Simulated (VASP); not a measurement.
Input of a VASP 6.6.1 run:

The input INCAR:

```
SYSTEM = CuAu
PREC = Accurate
ENCUT = 520
EDIFF = 1E-7
ISMEAR = -1
SIGMA = 0.05
LREAL = .FALSE.
LASPH = .TRUE.
NELM = 80
ALGO = Fast
ISIF = 2
LWAVE = .FALSE.
LCHARG = .FALSE.
NBANDS = 18
```

File KPOINTS:

```
regular mesh
0
G
  11 11 11
  0 0 0
```

The input POSCAR:

```
CuAu
1.0
    1.4333716108      0.8275574853      4.2276049958
   -1.4333716108      0.8275574853      4.2276049958
    0.0000000000     -1.6551149707      4.2276049958
Au Cu
1 1
Direct
    0.0000000000      0.0000000000      0.0000000000
    0.5000000000      0.5000000000      0.5000000000
```

Potentials or basis: VASP PAW LDA potentials, release 64 (Au, Cu).

Run with:

```bash
$ cat potpaw_LDA.64/Au/POTCAR potpaw_LDA.64/Cu/POTCAR > POTCAR
$ mpirun -np 1 vasp_std > vasp.out
```

Estimate the band gap on the k mesh.

zero (bands 11 and 12 overlap by 4.28 eV).

What does it give for the pressure?

-9.8 GPa.

Stress tensor (GPa, compression positive):
```
-10.17   0.00   0.00
  0.00 -10.17   0.00
  0.00   0.00  -9.09
```

Caveat: the cell stands under tension; spin-orbit coupling is left out, which moves the levels of the heavy elements.
